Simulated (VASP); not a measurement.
# H2 in VASP: single point with PBEsol

Aim: the single point of H2 with PBEsol.

Program: VASP 6.6.1. These are calculated values, not measurements. Logs are shortened: lines on timing, memory, paths and dates and some standing lists are left out, and cuts for length are marked.

### 1 The cell of the first run

The cell holds a molecule in a box, 2 atoms: a = 9.000 Å, b = 9.500 Å, c = 10.000 Å, α = 90.00°, β = 90.00°, γ = 90.00°.

### 2 Single point, PBEsol

The input, INCAR:

```
ALGO = Normal
EDIFF = 1E-7
ENCUT = 520
GGA = PS
ISIF = 2
ISMEAR = -1
LASPH = T
LCHARG = T
LELF = T
LREAL = F
LVHAR = T
LWAVE = F
NBANDS = 8
NELM = 100
PREC = Accurate
SIGMA = 0.02
```

The input, KPOINTS:

```
k-points
0
Gamma
  1 1 1
```

The input, POSCAR:

```
H
1.0
    9.0000000000      0.0000000000      0.0000000000
    0.0000000000      9.5000000000      0.0000000000
    0.0000000000      0.0000000000     10.0000000000
H
2
Direct
    0.5000000000      0.5000000000      0.4620896939
    0.5000000000      0.5000000000      0.5379103061
```

Potentials or basis: VASP PAW PBE potentials, release 64 (H).

Run with:

```bash
> cat potpaw_PBE.64/H/POTCAR > POTCAR
> mpirun -np 1 vasp_gam > vasp.out
```

OUTCAR:

```text
EDIFF = 1E-7
   ENCUT = 520
   GGA = PS
   ISIF = 2
   ISMEAR = -1
   LASPH = T
   LREAL = F
   NELM = 100
   PREC = Accurate

 ion  position               nearest neighbor table
   1  0.500  0.500  0.462-   2 0.76
   2  0.500  0.500  0.538-   1 0.76

  LATTYP: Found a simple orthorhombic cell.
 ALAT       =     9.0000000000
 B/A-ratio  =     1.0555555556
 C/A-ratio  =     1.1111111111

  Lattice vectors:

 A1 = (   9.0000000000,   0.0000000000,   0.0000000000)
 A2 = (   0.0000000000,   9.5000000000,   0.0000000000)
 A3 = (   0.0000000000,   0.0000000000,  10.0000000000)

Analysis of symmetry for initial positions (statically):
=====================================================================
 Subroutine PRICEL returns:
 Original cell was already a primitive cell.

 Routine SETGRP: Setting up the symmetry group for a
 simple orthorhombic supercell.

 Subroutine GETGRP returns: Found  8 space group operations
 (whereof  8 operations were pure point group operations)
 out of a pool of  8 trial point group operations.

The static configuration has the point symmetry D_2h.

Analysis of symmetry for dynamics (positions and initial velocities):
=====================================================================
 Subroutine PRICEL returns:
 Original cell was already a primitive cell.

 Routine SETGRP: Setting up the symmetry group for a
 simple orthorhombic supercell.

 Subroutine GETGRP returns: Found  8 space group operations
 (whereof  8 operations were pure point group operations)
 out of a pool of  8 trial point group operations.

The dynamic configuration has the point symmetry D_2h.

 Subroutine INISYM returns: Found  8 space group operations
 (whereof  8 operations are pure point group operations),
 and found     1 'primitive' translations

----------------------------------------------------------------------------------------

                                     Primitive cell

  volume of cell :     855.0000

  direct lattice vectors                    reciprocal lattice vectors
     9.000000000  0.000000000  0.000000000     0.111111111  0.000000000  0.000000000
     0.000000000  9.500000000  0.000000000     0.000000000  0.105263158  0.000000000
     0.000000000  0.000000000 10.000000000     0.000000000  0.000000000  0.100000000

  length of vectors
     9.000000000  9.500000000 10.000000000     0.111111111  0.105263158  0.100000000

  position of ions in fractional coordinates (direct lattice)
     0.500000000  0.500000000  0.462089694
     0.500000000  0.500000000  0.537910306

  ion indices of the primitive-cell ions
   primitive index   ion index
                 1           1
                 2           2

----------------------------------------------------------------------------------------

 KPOINTS: k-points

Automatic generation of k-mesh.
 Grid dimensions read from file:
 generate k-points for:    1    1    1

 Generating k-lattice:

  Cartesian coordinates                     Fractional coordinates (reciprocal lattice)
     0.111111111  0.000000000  0.000000000     1.000000000  0.000000000  0.000000000
     0.000000000  0.105263158  0.000000000     0.000000000  1.000000000  0.000000000
     0.000000000  0.000000000  0.100000000     0.000000000  0.000000000  1.000000000

  Length of vectors
     0.111111111  0.105263158  0.100000000

  Shift w.r.t. Gamma in fractional coordinates (k-lattice)
     0.000000000  0.000000000  0.000000000

 Subroutine IBZKPT returns following result:
 ===========================================

 Found      1 irreducible k-points:

 Following reciprocal coordinates:
            Coordinates               Weight
  0.000000  0.000000  0.000000      1.000000
   k-points           NKPTS =      1   k-points in BZ     NKDIM =      1   number of bands    NBANDS=      8
   number of dos      NEDOS =    301   number of ions     NIONS =      2
   total plane-waves  NPLWV = 403200
   dimension x,y,z NGX =    70 NGY =   72 NGZ =   80
   dimension x,y,z NGXF=   140 NGYF=  144 NGZF=  160
   ions per type =               2
   NGX,Y,Z   is equivalent  to a cutoff of  12.93, 12.60, 13.30 a.u.
   NGXF,Y,Z  is equivalent  to a cutoff of  25.86, 25.20, 26.60 a.u.
 SYSTEM =  unknown system
   PREC   = accura    normal or accurate (medium, high low for compatibility)
   ISTART =      0    job   : 0-new  1-cont  2-samecut
   ICHARG =      2    charge: 1-file 2-atom 10-const
   ISPIN  =      1    spin polarized calculation?
   LNONCOLLINEAR =      F non collinear calculations
   LSORBIT =      F    spin-orbit coupling
   LASPH  =      T    aspherical Exc in radial PAW
   ENCUT  =  520.0 eV  38.22 Ry    6.18 a.u.  16.73 17.66 18.59*2*pi/ulx,y,z
   NELM   =    100;   NELMIN=  2; NELMDL= -5     # of ELM steps
   EDIFF  = 0.1E-06   stopping-criterion for ELM
   LREAL  =      F    real-space projection
   EDIFFG = 0.1E-05   stopping-criterion for IOM
   NSW    =      0    number of steps for IOM
   IBRION =     -1    ionic relax: 0-MD 1-quasi-New 2-CG
   NFREE  =      0    steps in history (QN), initial steepest desc. (CG)
   ISIF   =      2    stress and relaxation
   ISYM   =      2    0-nonsym 1-usesym 2-fastsym
   POTIM  = 0.5000    time-step for ionic-motion
   TEBEG  =    0.0;   TEEND  =   0.0 temperature during run
   PSTRESS=    0.0 pullay stress
   NELECT =       2.0000    total number of electrons
   NUPDOWN=      -1.0000    fix difference up-down
   EMIN   =  10.00;   EMAX   =-10.00  energy-range for DOS
   EFERMI =   0.00;   METHOD = LEGACY
   ISMEAR =    -1;   SIGMA  =   0.02  broadening in eV -4-tet -1-fermi 0-gaus
   EFERMI_NEDOS =   21; number of points for ismear=-14 and -15
   IALGO  =     38    algorithm
   IMIX   =      4    mixing-type and parameters
     AMIX     =   0.40;   BMIX     =  1.00
     AMIX_MAG =   1.60;   BMIX_MAG =  1.00
  volume/ion in A,a.u.               =     427.50      2884.91
  Fermi-wavevector in a.u.,A,eV,Ry     =   0.217318  0.410672  0.642565  0.047227
  Thomas-Fermi vector in A             =   0.994036
   LORBIT       =      0    0 simple, 1 ext, 2 COOP (PROOUT), +10 PAW based schemes
   GGA     = PS    functional components
   LHFCALC =     F    Hartree Fock is set to
   AEXX    =    0.0000 exact exchange contribution
   IVDW    =     0    specifies the selected vdW correction
   LEPSILON=     F    determine dielectric tensor
   LRPA    =     F    only Hartree local field effects (RPA)
 non-spin polarized calculation
  energy-cutoff  :      520.00
  volume of cell :      855.00
 maximum number of plane-waves:     11510
 NGX is ok and might be reduce to    70
   NGX = 33   NGY = 35   NGZ = 37

 number of electron       2.0000001 magnetization

 Free energy of the ion-electron system (eV)
  ---------------------------------------------------
  ext. energy  EPLUGINS =         0.00000000
  ---------------------------------------------------
  free energy    TOTEN  =        -6.51345499 eV

  energy without entropy =       -6.51345499  energy(sigma->0) =       -6.51345499

 E-fermi :  -9.6123     XC(G=0):  -0.4248

 val. band max:      -10.1052911788   @ k =   0.0000   0.0000   0.0000
 cond. band min:      -0.1664252740   @ k =   0.0000   0.0000   0.0000
 fundamental gap:      9.9388659048
 Fermi energy:        -9.6123254074

 k-point     1 :       0.0000    0.0000    0.0000
  band No.  band energies     occupation
      1     -10.1053      2.00000
      2      -0.1664      0.00000
      3       0.4239      0.00000
      4       1.0738      0.00000
      5       1.2074      0.00000
      6       1.3755      0.00000
      7       1.5356      0.00000
      8       1.7249      0.00000

------------------------ aborting loop because EDIFF is reached ----------------------------------------

  FORCE on cell =-STRESS in cart. coord.  units (eV):
  Direction    XX          YY          ZZ          XY          YZ          ZX
  --------------------------------------------------------------------------------------
  -------------------------------------------------------------------------------------
  Total       -0.0257321     -0.0250026     -0.0270684     -0.0000000      0.0000000      0.0000000
  in kB       -0.0482191     -0.0468522     -0.0507233     -0.0000000      0.0000000      0.0000000
  external PRESSURE =      -0.0485982 kB  Pullay stress =       0.0000000 kB

 VOLUME and BASIS-vectors are now :
 -----------------------------------------------------------------------------
  energy-cutoff  :      520.00
  volume of cell :      855.00
      direct lattice vectors                 reciprocal lattice vectors
     9.000000000  0.000000000  0.000000000     0.111111111  0.000000000  0.000000000
     0.000000000  9.500000000  0.000000000     0.000000000  0.105263158  0.000000000
     0.000000000  0.000000000 10.000000000     0.000000000  0.000000000  0.100000000

 POSITION                                       TOTAL-FORCE (eV/Angst)
 -----------------------------------------------------------------------------------
      4.50000      4.75000      4.62090         0.000000      0.000000     -0.005373
      4.50000      4.75000      5.37910         0.000000      0.000000      0.005373
 -----------------------------------------------------------------------------------
    total drift:                                0.000000      0.000000      0.000000

  FREE ENERGIE OF THE ION-ELECTRON SYSTEM (eV)
  ---------------------------------------------------
  free  energy   TOTEN  =        -6.5134549888 eV

  energy  without entropy=       -6.5134549887  energy(sigma->0) =       -6.51345499
```

Run time: 21 s. Hardware: 1 thread of AMD EPYC 9R45 (Zen 5), shared host; peak memory 0.65 GiB.

Results:

* Free energy: -6.5135 eV
* Largest force: 0.005 eV/Å
* Gap between the frontier levels: 9.94 eV

Forces on the atoms (eV/Å):
```
H    0.000  0.000 -0.005
H    0.000  0.000  0.005
```

Caveat: the PAW data sets were made with another functional, which shifts forces and pressure a little.
